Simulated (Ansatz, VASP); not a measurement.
# Al2Cu in VASP and in Ansatz

```
Al Cu
1.0
    -2.05148    2.05148    2.70271
     2.05148   -2.05148    2.70271
     2.05148    2.05148   -2.70271
Al Cu
2 1
Direct
  0.75000 0.25000 0.50000
  0.25000 0.75000 0.50000
  0.50000 0.50000 0.00000
```

Change from the starting cell: strain +e along x and -e along y +0.0000, strain +e along z and -e/2 along x and y -0.0467.

Alike in both runs: task single point; functional LDA; k mesh 14 × 14 × 14; occupations gaussian, width 0.15 eV; no spin polarisation.

```csv
,VASP,Ansatz
version,VASP 6.6.1,Ansatz 0.2.0
potentials or method,"VASP PAW LDA potentials, release 64 (Al, Cu), cutoff 520 eV","scalar-relativistic, plane waves, PAW"
valence electrons in the cell,17,25
```

```csv
,VASP,Ansatz,Ansatz less VASP
gap on the k mesh at the Fermi level (eV),none,none,-
pressure (GPa),0.8,0.5,-0.30
"traceless stress, the component that is largest in VASP (GPa)",5.90,5.94,+0.038
```

Ansatz warns that its potentials were made for another functional, while VASP's fit it. LDA's correlation is that of Perdew and Zunger in VASP and of Perdew and Wang (1992) in Ansatz. A gap of «none» marks a metal or a gap that the smearing closes. VASP's potentials hold 17 valence electrons a cell and Ansatz's 25, so a difference there can come from the potentials and not from the codes.
